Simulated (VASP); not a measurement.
A run of VASP 6.6.1 is set up as follows.

INCAR

```
ALGO     = Normal         # electronic algorithm
EDIFF    = 1E-6           # SCF threshold, eV
EDIFFG   = -0.01          # ionic threshold
ENCUT    = 600            # plane-wave cutoff, eV
GGA      = RP             # functional
IBRION   = 2              # ionic algorithm
ISIF     = 3              # what is computed and relaxed
ISMEAR   = -1             # smearing method
LASPH    = T              # aspherical terms in the spheres
LCHARG   = F              # write CHGCAR
LREAL    = F              # projectors in reciprocal space
LWAVE    = F              # write WAVECAR
NELM     = 100            # most SCF steps
NSW      = 60             # ionic steps
PREC     = Accurate       # precision mode
SIGMA    = 0.05           # smearing width, eV
```

The input KPOINTS:

```
k-points
0
Gamma
  9 9 4
```

Contents of POSCAR:

```
MoS2
1.0
    3.2274645616      0.0000000000      0.0000000000
   -1.6137322808      2.7950663001      0.0000000000
    0.0000000000      0.0000000000      6.3124734200
Mo S
1 2
Direct
    0.0000000000      0.0000000000      0.5000000000
    0.6666666667      0.3333333333      0.7446806800
    0.3333333333      0.6666666667      0.2553193200
```

Potentials or basis: VASP PAW PBE potentials, release 64 (Mo_sv, S).

Command:

```sh
$ cat potpaw_PBE.64/Mo_sv/POTCAR potpaw_PBE.64/S/POTCAR > POTCAR
$ mpirun -np 1 vasp_std > vasp.out
```

Question: Estimate the relaxed cell.

Answer: a = 3.224 Å, b = 3.224 Å, c = 7.730 Å, α = 90.00°, β = 90.00°, γ = 120.00°.

Question: What does it give for the band gap on the k mesh?

Answer: Zero (bands 13 and 14 overlap by 0.86 eV).

Question: Predict the relaxed volume.

Answer: 23.20 Å³/atom.

Question: What does it give for the space group after relaxing (to 0.1 Å)?

Answer: P-3m1 (No. 164).

Final structure:
```yaml
crystal:
  lattice:
    - [3.22414, 0.00000, 0.00000]
    - [-1.61207, 2.79219, 0.00000]
    - [0.00000, 0.00000, 7.72992]
  atoms:
    - { symbol: Mo, position: [0.00000, 0.00000, 0.50000] }
    - { symbol: S, position: [0.66667, 0.33333, 0.70422] }
    - { symbol: S, position: [0.33333, 0.66667, 0.29578] }
```

Caveat: the volume moved by over 15 % at a fixed basis, so the end points are rough; the PAW data sets were made with another functional, which shifts forces and pressure a little; this functional lacks dispersion, which binds the layers, so the pressure and a relaxed spacing across them are unreliable.
